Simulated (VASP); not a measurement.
# KBr (Fm-3m) in VASP: further runs

The runs below take KBr through single point, with PBE+D3(BJ), BLYP.

Program: VASP 6.6.1. These are calculated values, not measurements. Logs are shortened: lines on timing, memory, paths and dates and some standing lists are left out, and cuts for length are marked.

## 1. The cell of the first run

It takes space group Fm-3m (No. 225, cubic). The conventional cell has a = 6.465 Å, b = 6.465 Å, c = 6.465 Å, α = 90.00°, β = 90.00°, γ = 90.00°. Br (site symmetry m-3m) has 6 K at 3.23 Å within 4.3 Å. Within 4.3 Å of K (site symmetry m-3m) lie 6 Br at 3.23 Å.

## 2. Single point, PBE+D3(BJ)

File INCAR:

```
PREC     = Accurate       # precision mode
ENCUT    = 520            # plane-wave cutoff, eV
EDIFF    = 1E-7           # SCF threshold, eV
ISMEAR   = -1             # smearing method
SIGMA    = 0.05           # smearing width, eV
LREAL    = False          # projectors in reciprocal space
LASPH    = True           # aspherical terms in the spheres
NELM     = 60             # most SCF steps
ALGO     = Normal         # electronic algorithm
ISIF     = 2              # what is computed and relaxed
LWAVE    = False          # write WAVECAR
LCHARG   = False          # write CHGCAR
GGA      = PE             # functional
IVDW     = 12             # dispersion correction
NBANDS   = 15             # bands
```

File KPOINTS:

```
regular mesh
0
Gamma
  7 7 7
```

File POSCAR:

```
KBr
1.0
    0.0000000000      3.2326341588      3.2326341588
    3.2326341588      0.0000000000      3.2326341588
    3.2326341588      3.2326341588      0.0000000000
Br K
1 1
Direct
    0.5000000000      0.5000000000      0.5000000000
    0.0000000000      0.0000000000      0.0000000000
```

Potentials or basis: VASP PAW PBE potentials, release 64 (Br, K_sv).

Command:

```sh
$ cat potpaw_PBE.64/Br/POTCAR potpaw_PBE.64/K_sv/POTCAR > POTCAR
$ mpirun -np 1 vasp_std > vasp.out
```

OUTCAR:

```text
PREC = Accurate
   ENCUT = 520
   EDIFF = 1E-7
   ISMEAR = -1
   LREAL = False
   LASPH = True
   NELM = 60
   ISIF = 2
   GGA = PE
   IVDW = 12
 IVDW          = 12

 ion  position               nearest neighbor table
   1  0.500  0.500  0.500-   2 3.23   2 3.23   2 3.23   2 3.23   2 3.23   2 3.23
   2  0.000  0.000  0.000-   1 3.23   1 3.23   1 3.23   1 3.23   1 3.23   1 3.23

  LATTYP: Found a face centered cubic cell.
 ALAT       =     6.4652683176

  Lattice vectors:

 A1 = (   0.0000000000,   3.2326341588,   3.2326341588)
 A2 = (   3.2326341588,   0.0000000000,   3.2326341588)
 A3 = (   3.2326341588,   3.2326341588,   0.0000000000)

Analysis of symmetry for initial positions (statically):
=====================================================================
 Subroutine PRICEL returns:
 Original cell was already a primitive cell.

 Routine SETGRP: Setting up the symmetry group for a
 face centered cubic supercell.

 Subroutine GETGRP returns: Found 48 space group operations
 (whereof 48 operations were pure point group operations)
 out of a pool of 48 trial point group operations.

The static configuration has the point symmetry O_h .

Analysis of symmetry for dynamics (positions and initial velocities):
=====================================================================
 Subroutine PRICEL returns:
 Original cell was already a primitive cell.

 Routine SETGRP: Setting up the symmetry group for a
 face centered cubic supercell.

 Subroutine GETGRP returns: Found 48 space group operations
 (whereof 48 operations were pure point group operations)
 out of a pool of 48 trial point group operations.

The dynamic configuration has the point symmetry O_h .

 Subroutine INISYM returns: Found 48 space group operations
 (whereof 48 operations are pure point group operations),
 and found     1 'primitive' translations

----------------------------------------------------------------------------------------

                                     Primitive cell

  volume of cell :      67.5616

  direct lattice vectors                    reciprocal lattice vectors
     0.000000000  3.232634159  3.232634159    -0.154672622  0.154672622  0.154672622
     3.232634159  0.000000000  3.232634159     0.154672622 -0.154672622  0.154672622
     3.232634159  3.232634159  0.000000000     0.154672622  0.154672622 -0.154672622

  length of vectors
     4.571635070  4.571635070  4.571635070     0.267900839  0.267900839  0.267900839

  position of ions in fractional coordinates (direct lattice)
     0.500000000  0.500000000  0.500000000
     0.000000000  0.000000000  0.000000000

  ion indices of the primitive-cell ions
   primitive index   ion index
                 1           1
                 2           2

----------------------------------------------------------------------------------------

 KPOINTS: regular mesh

Automatic generation of k-mesh.
 Grid dimensions read from file:
 generate k-points for:    7    7    7

 Generating k-lattice:

  Cartesian coordinates                     Fractional coordinates (reciprocal lattice)
    -0.022096089  0.022096089  0.022096089     0.142857143  0.000000000  0.000000000
     0.022096089 -0.022096089  0.022096089     0.000000000  0.142857143  0.000000000
     0.022096089  0.022096089 -0.022096089     0.000000000  0.000000000  0.142857143

  Length of vectors
     0.038271548  0.038271548  0.038271548

  Shift w.r.t. Gamma in fractional coordinates (k-lattice)
     0.000000000  0.000000000  0.000000000

 Subroutine IBZKPT returns following result:
 ===========================================

 Found     20 irreducible k-points:

 Following reciprocal coordinates:
            Coordinates               Weight
  0.000000  0.000000  0.000000      1.000000
  0.142857  0.000000  0.000000      8.000000
  0.285714  0.000000  0.000000      8.000000
  0.428571  0.000000  0.000000      8.000000
  0.142857  0.142857  0.000000      6.000000
  0.285714  0.142857  0.000000     24.000000
[... 12 lines left out ...]
 -0.428571  0.428571  0.142857     24.000000
 -0.285714  0.428571  0.142857     24.000000
   k-points           NKPTS =     20   k-points in BZ     NKDIM =     20   number of bands    NBANDS=     15
   number of dos      NEDOS =    301   number of ions     NIONS =      2
   total plane-waves  NPLWV =  46656
   dimension x,y,z NGX =    36 NGY =   36 NGZ =   36
   dimension x,y,z NGXF=    72 NGYF=   72 NGZF=   72
   ions per type =               1   1
   NGX,Y,Z   is equivalent  to a cutoff of  13.09, 13.09, 13.09 a.u.
   NGXF,Y,Z  is equivalent  to a cutoff of  26.18, 26.18, 26.18 a.u.
 SYSTEM =  unknown system
   PREC   = accura    normal or accurate (medium, high low for compatibility)
   ISTART =      0    job   : 0-new  1-cont  2-samecut
   ICHARG =      2    charge: 1-file 2-atom 10-const
   ISPIN  =      1    spin polarized calculation?
   LNONCOLLINEAR =      F non collinear calculations
   LSORBIT =      F    spin-orbit coupling
   LASPH  =      T    aspherical Exc in radial PAW
   ENCUT  =  520.0 eV  38.22 Ry    6.18 a.u.   8.50  8.50  8.50*2*pi/ulx,y,z
   NELM   =     60;   NELMIN=  2; NELMDL= -5     # of ELM steps
   EDIFF  = 0.1E-06   stopping-criterion for ELM
   LREAL  =      F    real-space projection
   EDIFFG = 0.1E-05   stopping-criterion for IOM
   NSW    =      0    number of steps for IOM
   IBRION =     -1    ionic relax: 0-MD 1-quasi-New 2-CG
   NFREE  =      0    steps in history (QN), initial steepest desc. (CG)
   ISIF   =      2    stress and relaxation
   ISYM   =      2    0-nonsym 1-usesym 2-fastsym
   POTIM  = 0.5000    time-step for ionic-motion
   TEBEG  =    0.0;   TEEND  =   0.0 temperature during run
   PSTRESS=    0.0 pullay stress
   NELECT =      16.0000    total number of electrons
   NUPDOWN=      -1.0000    fix difference up-down
   EMIN   =  10.00;   EMAX   =-10.00  energy-range for DOS
   EFERMI =   0.00;   METHOD = LEGACY
   ISMEAR =    -1;   SIGMA  =   0.05  broadening in eV -4-tet -1-fermi 0-gaus
   EFERMI_NEDOS =   21; number of points for ismear=-14 and -15
   IALGO  =     38    algorithm
   IMIX   =      4    mixing-type and parameters
     AMIX     =   0.40;   BMIX     =  1.00
     AMIX_MAG =   1.60;   BMIX_MAG =  1.00
  volume/ion in A,a.u.               =      33.78       227.96
  Fermi-wavevector in a.u.,A,eV,Ry     =   1.012857  1.914023 13.957944  1.025880
  Thomas-Fermi vector in A             =   2.145992
   LORBIT       =      0    0 simple, 1 ext, 2 COOP (PROOUT), +10 PAW based schemes
   GGA     = PE    functional components
   LHFCALC =     F    Hartree Fock is set to
   AEXX    =    0.0000 exact exchange contribution
   IVDW    =    12    specifies the selected vdW correction
   LEPSILON=     F    determine dielectric tensor
   LRPA    =     F    only Hartree local field effects (RPA)
 non-spin polarized calculation
  energy-cutoff  :      520.00
  volume of cell :       67.56
 maximum number of plane-waves:      1841
 NGX is ok and might be reduce to    36
   NGX = 17   NGY = 17   NGZ = 17

 number of electron      16.0000002 magnetization

 Free energy of the ion-electron system (eV)
  ---------------------------------------------------
  ext. energy  EPLUGINS =         0.00000000
  ---------------------------------------------------
  free energy    TOTEN  =        -6.17890733 eV

  energy without entropy =       -6.17890733  energy(sigma->0) =       -6.17890733

 E-fermi :  -0.3655     XC(G=0):  -7.6213

 val. band max:       -1.4825597078   @ k =   0.0000   0.0000   0.0000
 cond. band min:       3.1238728617   @ k =   0.0000   0.0000   0.0000
 fundamental gap:      4.6064325695
 Fermi energy:        -0.3655167711

 k-point     1 :       0.0000    0.0000    0.0000
  band No.  band energies     occupation
      1     -29.1376      2.00000
      2     -13.8553      2.00000
      3     -12.6201      2.00000
      4     -12.6201      2.00000
      5     -12.6201      2.00000
      6      -1.4826      2.00000
      7      -1.4826      2.00000
      8      -1.4826      2.00000
      9       3.1239      0.00000
     10       6.1266      0.00000
     11       6.1266      0.00000
     12       6.1266      0.00000
     13       6.9900      0.00000
     14       6.9900      0.00000
     15      10.2753      0.00000

 k-point     2 :       0.1429    0.0000    0.0000
  band No.  band energies     occupation
      1     -29.1361      2.00000
      2     -13.8985      2.00000
      3     -12.6213      2.00000
      4     -12.6213      2.00000
      5     -12.5609      2.00000
      6      -1.7969      2.00000
      7      -1.5611      2.00000
      8      -1.5611      2.00000
      9       3.6550      0.00000
     10       6.0162      0.00000
     11       6.3825      0.00000
     12       6.3825      0.00000
     13       7.2842      0.00000
     14       7.2842      0.00000
     15      11.0205      0.00000

 k-point     3 :       0.2857    0.0000    0.0000
  band No.  band energies     occupation
      1     -29.1327      2.00000
      2     -13.9841      2.00000
      3     -12.6240      2.00000
      4     -12.6240      2.00000
      5     -12.4384      2.00000
      6      -2.3642      2.00000
      7      -1.7275      2.00000
      8      -1.7275      2.00000
      9       4.6541      0.00000
     10       6.1755      0.00000
     11       7.0855      0.00000
     12       7.0855      0.00000
     13       8.0732      0.00000
     14       8.0732      0.00000
     15      10.7517      0.00000
[... 271 lines left out ...]
 k-point    19 :      -0.4286    0.4286    0.1429
  band No.  band energies     occupation
      1     -29.1277      2.00000
      2     -13.8354      2.00000
      3     -12.6993      2.00000
      4     -12.6769      2.00000
      5     -12.5556      2.00000
      6      -2.3311      2.00000
      7      -1.9387      2.00000
      8      -1.9150      2.00000
      9       4.9527      0.00000
     10       6.3661      0.00000
     11       7.3173      0.00000
     12       8.3333      0.00000
     13       8.4577      0.00000
     14       9.3320      0.00000
     15       9.9174      0.00000

 k-point    20 :      -0.2857    0.4286    0.1429
  band No.  band energies     occupation
      1     -29.1275      2.00000
      2     -13.8657      2.00000
      3     -12.7063      2.00000
      4     -12.6756      2.00000
      5     -12.5054      2.00000
      6      -2.2284      2.00000
      7      -2.1625      2.00000
      8      -1.9492      2.00000
      9       5.6143      0.00000
     10       6.4056      0.00000
     11       7.1038      0.00000
     12       7.8132      0.00000
     13       9.1968      0.00000
     14       9.2229      0.00000
     15      10.1435      0.00000

------------------------ aborting loop because EDIFF is reached ----------------------------------------

 Edisp (eV)   -0.44106

 E8    (eV) :    -0.2060

  FORCE on cell =-STRESS in cart. coord.  units (eV):
  Direction    XX          YY          ZZ          XY          YZ          ZX
  --------------------------------------------------------------------------------------
  -------------------------------------------------------------------------------------
  Total       0.36887     0.36887     0.36887    -0.00000    -0.00000    -0.00000
  in kB       8.74742     8.74742     8.74742    -0.00000    -0.00000    -0.00000
  external pressure =        8.75 kB  Pullay stress =        0.00 kB

 VOLUME and BASIS-vectors are now :
 -----------------------------------------------------------------------------
  energy-cutoff  :      520.00
  volume of cell :       67.56
      direct lattice vectors                 reciprocal lattice vectors
     0.000000000  3.232634159  3.232634159    -0.154672622  0.154672622  0.154672622
     3.232634159  0.000000000  3.232634159     0.154672622 -0.154672622  0.154672622
     3.232634159  3.232634159  0.000000000     0.154672622  0.154672622 -0.154672622

 POSITION                                       TOTAL-FORCE (eV/Angst)
 -----------------------------------------------------------------------------------
      3.23263      3.23263      3.23263         0.000000     -0.000000      0.000000
      0.00000      0.00000      0.00000        -0.000000      0.000000     -0.000000
 -----------------------------------------------------------------------------------
    total drift:                                0.000000      0.000000      0.000000

  FREE ENERGIE OF THE ION-ELECTRON SYSTEM (eV)
  ---------------------------------------------------
  free  energy   TOTEN  =        -6.6199675854 eV

  energy  without entropy=       -6.6199675853  energy(sigma->0) =       -6.61996759
```

Run time: 15 s. Hardware: 1 thread of Intel Xeon Platinum 8488C (Sapphire Rapids), shared host; peak memory 0.21 GiB.

What came out:

- Free energy: -6.6200 eV
- Pressure: 0.9 GPa
- Band gap on the k mesh: 4.61 eV, direct
- Dispersion energy per atom: -0.221 eV

## 3. Single point, BLYP

File INCAR:

```
SYSTEM = KBr
AGGAC = 1.0 ; AGGAX = 1.0
ALDAC = 0.0 ; ALDAX = 1.0
ALGO = Normal ; EDIFF = 1E-7
ENCUT = 520 ; GGA = B5
ISIF = 2 ; ISMEAR = -1
LASPH = .True. ; LCHARG = .False.
LREAL = .False. ; LWAVE = .False.
NBANDS = 15 ; NELM = 100
PREC = Accurate ; SIGMA = 0.05
```

File KPOINTS:

```
k-points
0
Gamma
  7 7 7
  0 0 0
```

POSCAR is that of step 2.

Potentials or basis: VASP PAW PBE potentials, release 64 (Br, K_sv).

Command:

```sh
$ cat potpaw_PBE.64/Br/POTCAR potpaw_PBE.64/K_sv/POTCAR > POTCAR
$ mpirun -np 1 vasp_std > vasp.out
```

It took 32 s on 1 thread of Intel Xeon Platinum 8488C (Sapphire Rapids), shared host; peak memory 0.2 GiB.

It converged, with:

```yaml
Free_energy: -5.7419 eV
Pressure: 2.9 GPa
Band_gap_on_the_k_mesh: 4.63 eV, direct
```

Levels at points of the mesh, in eV from the valence-band top:
| k point | band 4 | band 5 | band 6 | band 7 | band 8 | band 9 | band 10 | band 11 | band 12 | band 13 |
| --- | --- | --- | --- | --- | --- | --- | --- | --- | --- | --- |
| (0.00, 0.00, 0.00) | -11.23 | -11.23 | 0.00 | 0.00 | 0.00 | 4.63 | 7.55 | 7.55 | 7.55 | 8.39 |

Caveat: the PAW data sets were made with another functional, which shifts forces and pressure a little.
